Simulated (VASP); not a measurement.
# Al16ClO24 (a cell with a defect) in VASP: further runs

Runs on Al16ClO24 (a cell with a defect). Level: PBE. Tasks: single point.

Everything below comes from runs of VASP 6.6.1. Logs are shortened: lines on timing, memory, paths and dates and some standing lists are left out, and cuts for length are marked.

## (1) The cell of the first run

The cell holds a defect, 41 atoms: a = 5.181 Å, b = 10.361 Å, c = 10.361 Å, α = 55.29°, β = 55.29°, γ = 55.29°.

## (2) Single point, PBE

Contents of INCAR:

```
PREC = Accurate
ENCUT = 520
EDIFF = 1E-6
ISMEAR = -1
SIGMA = 0.01
LREAL = Auto
LASPH = True
NELM = 120
ALGO = Normal
ISIF = 2
LWAVE = False
LCHARG = False
GGA = PE
NELECT = 200.0
NBANDS = 126
GGA_COMPAT = False
ISYM = -1
```

Contents of KPOINTS:

```
explicit points
1
Reciprocal
  0.25000000   0.25000000   0.25000000 1
```

Contents of POSCAR:

```
Al16ClO24
1.0
    2.4039417600      1.3879164200      4.3742070900
   -4.8078835200      2.7758328500      8.7484141900
    0.0000000000     -5.5516656900      8.7484141900
Al O Cl
16 24 1
Direct
    0.6313348334      0.3261369065      0.3391682985
    0.8504714680      0.4313707371      0.4339571999
    0.1587930102      0.0709154937      0.0641307616
    0.3469673411      0.1759274601      0.1969447959
    0.6383013674      0.3098341129      0.7983515748
    0.8319202418      0.4261988695      0.9055735243
    0.1565965811      0.0751845271      0.5822896943
    0.3447950953      0.1813782681      0.7053211580
    0.6447037500      0.8305392596      0.3228484868
    0.8535572712      0.9340963984      0.4234181762
    0.1468135004      0.5747147367      0.0839657748
    0.3484499056      0.6770121605      0.1796718428
    0.6365555634      0.8175382379      0.8212238034
    0.8505460999      0.9149437907      0.9301914320
    0.1310602816      0.5860585036      0.5682738268
    0.3503255878      0.6868759389      0.6734136814
    0.4443189568      0.0302152680      0.3814641389
    0.9447927103      0.1337872662      0.2788143978
    0.0417379828      0.3677260732      0.2618281059
    0.7431527482      0.2221620995      0.0369539851
    0.2444897335      0.2764804416      0.4853541215
    0.5251998660      0.4724500486      0.1410786556
    0.4608826286     -0.0131746481      0.8877057072
    0.9654265871      0.1115981837      0.7877240337
   -0.0157676621      0.3992011530      0.7031155418
    0.7382591791      0.2204577513      0.5472166038
    0.3113533960      0.2407037424      0.8621496664
    0.5298759824      0.4864264534      0.6186102289
    0.4308726726      0.5323131563      0.3791332532
    0.9280947431      0.6318008213      0.2863915295
    0.0505937755      0.8810210476      0.2226937969
    0.7537482733      0.7117241132      0.0414426731
    0.2487378089      0.7893224846      0.4645183620
    0.5437443721      0.9846509907      0.1220927096
    0.4527642020      0.5803793097      0.8606702823
    0.9520113141      0.6362793184      0.7620622609
    0.0576850026      0.8796955202      0.7211096018
    0.7451973278      0.7324327753      0.5204191222
    0.2315182089      0.7800899152      0.9861703412
    0.5633007500      0.9696160282      0.6231848981
    1.1613756120      0.4004775892     -0.0047570072
```

Potentials or basis: VASP PAW PBE potentials, release 64 (Al, O, Cl).

Started as:

```sh
$ cat potpaw_PBE.64/Al/POTCAR potpaw_PBE.64/O/POTCAR potpaw_PBE.64/Cl/POTCAR > POTCAR
$ mpirun -np 1 vasp_std > vasp.out
```

OUTCAR:

```text
PREC = Accurate
   ENCUT = 520
   EDIFF = 1E-6
   ISMEAR = -1
   LREAL = Auto
   LASPH = True
   NELM = 120
   ISIF = 2
   GGA = PE
   NELECT = 200.0
   ISYM = -1

 ion  position               nearest neighbor table
   1  0.631  0.326  0.339-  21 1.85  18 1.89  22 1.90  29 1.95  19 2.01  26 2.03   2 2.71  12 2.82
                             4 2.86   8 2.91  41 3.00   2 3.19  10 3.22
   2  0.850  0.431  0.434-  19 1.78  28 1.81  30 1.86  21 1.89  26 2.06  29 2.07   1 2.71  11 2.80
                             7 2.85  15 2.87   5 2.91   1 3.19   9 3.24
   3  0.159  0.071  0.064-  31 1.85  20 1.88  23 1.88  27 1.90  34 1.96  18 2.15  14 2.77  10 2.87
                             6 2.88   8 2.90   4 2.91  12 3.20   4 3.27
   4  0.347  0.176  0.197-  17 1.77  20 1.88  19 1.91  18 1.96  34 2.03  41 2.22   9 2.75   1 2.86
                             3 2.91   7 3.15   5 3.17  11 3.24   3 3.27
   5  0.638  0.310  0.798-  24 1.78  28 1.81  27 1.84  25 1.97  41 2.22  20 2.38   6 2.80   8 2.83
                             2 2.91  16 2.99   4 3.17  14 3.17   7 3.17   8 3.23   6 3.26
   6  0.832  0.426  0.906-  35 1.80  25 1.91  20 1.91  36 2.03  27 2.08  22 2.18  41 2.20  15 2.74
                             5 2.80  11 2.82   3 2.88   8 3.14  13 3.24   5 3.26  16 3.33
   7  0.157  0.075  0.582-  37 1.86  17 1.88  26 1.91  40 1.92  21 1.93  24 1.93  10 2.80  14 2.82
                             8 2.83   2 2.85   4 3.15   5 3.17  16 3.20   8 3.28
   8  0.345  0.181  0.705-  26 1.84  23 1.89  27 1.93  25 1.94  24 2.03  21 2.15  40 2.24   5 2.83
                             7 2.83  13 2.89   3 2.90   1 2.91   6 3.14   5 3.23  15 3.25   7 3.28
   9  0.645  0.831  0.323-  30 1.83  33 1.84  34 1.91  38 1.93  31 1.98  17 2.00  10 2.70   4 2.75
                            16 2.80  12 2.82  10 3.23   2 3.24  14 3.24
  10  0.854  0.934  0.423-  40 1.84  33 1.84  18 1.88  17 1.96  31 1.98  38 2.00   9 2.70  15 2.78
                             7 2.80   3 2.87  13 3.21   1 3.22   9 3.23
  11  0.147  0.575  0.084-  32 1.84  22 1.89  35 1.91  39 1.96  30 1.99  19 1.99  41 2.40  12 2.61
                            14 2.75   2 2.80   6 2.82   4 3.24  12 3.28  16 3.35
  12  0.348  0.677  0.180-  32 1.85  29 1.86  31 1.90  39 1.93  22 1.96  30 2.00  11 2.61   1 2.82
                             9 2.82  13 2.85  15 3.18   3 3.20  11 3.28
  13  0.637  0.818  0.821-  23 1.80  36 1.80  40 1.83  39 1.89  37 2.12  32 2.18  14 2.74  16 2.84
                            12 2.85   8 2.89  14 3.20  10 3.21   6 3.24
  14  0.851  0.915  0.930-  39 1.85  24 1.91  34 1.93  23 1.94  37 1.95  32 1.95  13 2.74  11 2.75
                             3 2.77   7 2.82   5 3.17  13 3.20   9 3.24   8 3.36
  15  0.131  0.586  0.568-  29 1.83  38 1.83  25 1.91  36 1.92  28 1.95  33 2.02   6 2.74  16 2.76
                            10 2.78   2 2.87  12 3.18  16 3.18   8 3.25
  16  0.350  0.687  0.673-  35 1.83  37 1.83  38 1.86  36 1.98  28 2.01  33 2.03  15 2.76   9 2.80
                            13 2.84   5 2.99  15 3.18   7 3.20   6 3.33  11 3.35
  17  0.444  0.030  0.381-   4 1.77   7 1.88  10 1.96   9 2.00
  18  0.945  0.134  0.279-  10 1.88   1 1.89   4 1.96   3 2.15
  19  0.042  0.368  0.262-   2 1.78   4 1.91  11 1.99   1 2.01  41 2.31
  20  0.743  0.222  0.037-   3 1.88   4 1.88   6 1.91   5 2.38
[... 172 lines left out ...]
   IALGO  =     38    algorithm
   IMIX   =      4    mixing-type and parameters
     AMIX     =   0.40;   BMIX     =  1.00
     AMIX_MAG =   1.60;   BMIX_MAG =  1.00
  volume/ion in A,a.u.               =       8.54        57.65
  Fermi-wavevector in a.u.,A,eV,Ry     =   1.358164  2.566558 25.097435  1.844609
  Thomas-Fermi vector in A             =   2.485021
   LORBIT       =      0    0 simple, 1 ext, 2 COOP (PROOUT), +10 PAW based schemes
   GGA     = PE    functional components
   LHFCALC =     F    Hartree Fock is set to
   AEXX    =    0.0000 exact exchange contribution
   IVDW    =     0    specifies the selected vdW correction
   LEPSILON=     F    determine dielectric tensor
   LRPA    =     F    only Hartree local field effects (RPA)
 non-spin polarized calculation
  energy-cutoff  :      520.00
  volume of cell :      350.27
 maximum number of plane-waves:      9444
 NGX is ok and might be reduce to    40
   NGX = 19   NGY = 39   NGZ = 39

 number of electron     200.0000007 magnetization

 Free energy of the ion-electron system (eV)
  ---------------------------------------------------
  ext. energy  EPLUGINS =         0.00000000
  ---------------------------------------------------
  free energy    TOTEN  =      -282.71391404 eV

  energy without entropy =     -282.71391404  energy(sigma->0) =     -282.71391404

 E-fermi :   8.1752     XC(G=0): -11.7957

 val. band max:        7.8558469664   @ k =   0.2500   0.2500   0.2500
 cond. band min:      13.0579172736   @ k =   0.2500   0.2500   0.2500
 fundamental gap:      5.2020703072
 Fermi energy:         8.1752059171

 k-point     1 :       0.2500    0.2500    0.2500
  band No.  band energies     occupation
      1     -12.7209      2.00000
      2     -11.8113      2.00000
      3     -11.7721      2.00000
      4     -11.5939      2.00000
      5     -11.5241      2.00000
      6     -11.3778      2.00000
[... 104 lines left out ...]
    111      15.9892      0.00000
    112      16.0855      0.00000
 [bands above 112 left out]

------------------------ aborting loop because EDIFF is reached ----------------------------------------

  FORCE on cell =-STRESS in cart. coord.  units (eV):
  Direction    XX          YY          ZZ          XY          YZ          ZX
  --------------------------------------------------------------------------------------
  -------------------------------------------------------------------------------------
  Total       45.5891070     39.3211566     39.5800643     -1.8675022     -6.5347531     -4.6077178
  in kB      208.5325382    179.8618382    181.0461271     -8.5422812    -29.8911022    -21.0765062
  external PRESSURE =     189.8135012 kB  Pullay stress =       0.0000000 kB

 VOLUME and BASIS-vectors are now :
 -----------------------------------------------------------------------------
  energy-cutoff  :      520.00
  volume of cell :      350.27
      direct lattice vectors                 reciprocal lattice vectors
     2.403941760  1.387916420  4.374207090     0.207991728  0.120084080  0.076204287
    -4.807883520  2.775832850  8.748414190    -0.103995864  0.060042040  0.038102144
     0.000000000 -5.551665690  8.748414190    -0.000000000 -0.120084080  0.038102144

 POSITION                                       TOTAL-FORCE (eV/Angst)
 -----------------------------------------------------------------------------------
     -0.05034     -0.10141      8.58195         0.007326     -0.009512     -0.008487
     -0.02950     -0.03139     11.29039        -0.004899     -0.011388      0.024898
      0.04078      0.06121      1.87603        -0.001269      0.009369     -0.002658
     -0.01175     -0.12346      4.77975        -0.007654      0.022188     -0.005591
      0.04479     -2.68622     12.48693        -0.011660     -0.009454      0.014580
     -0.04923     -2.68975     15.28989         0.013438     -0.001431      0.027809
[... 33 lines left out ...]
     -3.30766      0.01359     16.39848         0.003877     -0.000392     -0.001797
     -1.53751     -4.18962     12.91623         0.008451     -0.001872     -0.006318
 -----------------------------------------------------------------------------------
    total drift:                                0.002906      0.000274     -0.000873

  FREE ENERGIE OF THE ION-ELECTRON SYSTEM (eV)
  ---------------------------------------------------
  free  energy   TOTEN  =      -282.7139140416 eV

  energy  without entropy=     -282.7139140416  energy(sigma->0) =     -282.71391404
```

stdout:

```text
POSCAR found type information on POSCAR AlO Cl
 POSCAR found :  3 types and      41 ions
 scaLAPACK will be used
 LDA part: xc-table for (Slater+PW92), standard interpolation
 POSCAR, INCAR and KPOINTS ok, starting setup
 FFT: planning ... GRIDC
 FFT: planning ... GRID_SOFT
 FFT: planning ... GRID
 WAVECAR not read
 entering main loop
 the old and the new charge density differ
 old charge density:   199.00000 new  200.00000
    0.376E+01
```

Wall time 1.8 min (1 thread of Intel Xeon 6975P-C (Granite Rapids), shared host); peak memory 0.53 GiB.

What came out:

```yaml
Free_energy: -282.7139 eV
Largest_force: 0.040 eV/Å
```

Forces on the atoms (eV/Å):
```
Al   0.007 -0.010 -0.008
Al  -0.005 -0.011  0.025
Al  -0.001  0.009 -0.003
Al  -0.008  0.022 -0.006
Al  -0.012 -0.009  0.015
Al   0.013 -0.001  0.028
Al   0.004 -0.001 -0.012
Al   0.011 -0.007 -0.011
Al  -0.006  0.003 -0.003
Al  -0.012 -0.005  0.009
Al  -0.002  0.000 -0.001
Al  -0.005  0.021  0.002
Al  -0.012 -0.011 -0.004
Al   0.000  0.009  0.012
Al   0.001 -0.014 -0.007
Al   0.005 -0.002  0.002
O    0.003 -0.006  0.002
O    0.005  0.011 -0.009
O    0.006  0.033 -0.022
O   -0.008 -0.008 -0.007
O   -0.002  0.006  0.001
O    0.019  0.004  0.002
O   -0.010  0.000  0.019
O    0.005  0.000  0.002
O    0.002  0.008 -0.005
O   -0.002  0.010  0.001
O   -0.018 -0.007  0.006
O   -0.014 -0.004  0.000
O    0.003  0.003  0.002
O    0.001 -0.002  0.000
O    0.005 -0.004 -0.002
O    0.000 -0.011 -0.010
O    0.002  0.002 -0.002
O    0.003 -0.009  0.007
O   -0.003 -0.015 -0.012
O    0.008 -0.009  0.000
O    0.003  0.006 -0.003
O    0.002  0.001 -0.003
O    0.003  0.000  0.001
O    0.004  0.000 -0.002
Cl   0.008 -0.002 -0.006
```

Levels at points of the mesh, in eV from the Fermi level:
```
           k point  band 96  band 97  band 98  band 99  band 100  band 101  band 102  band 103  band 104  band 105
(0.25, 0.25, 0.25)    -1.71    -1.53    -1.26    -0.82     -0.32      4.88      5.80      6.06      6.58      7.04
```

Caveat: the cell carries a net charge on a neutralising background, which shifts energy and pressure; the cell is charged against a uniform background, so pressure and absolute levels hang on convention.

[end of part 1 of 3]
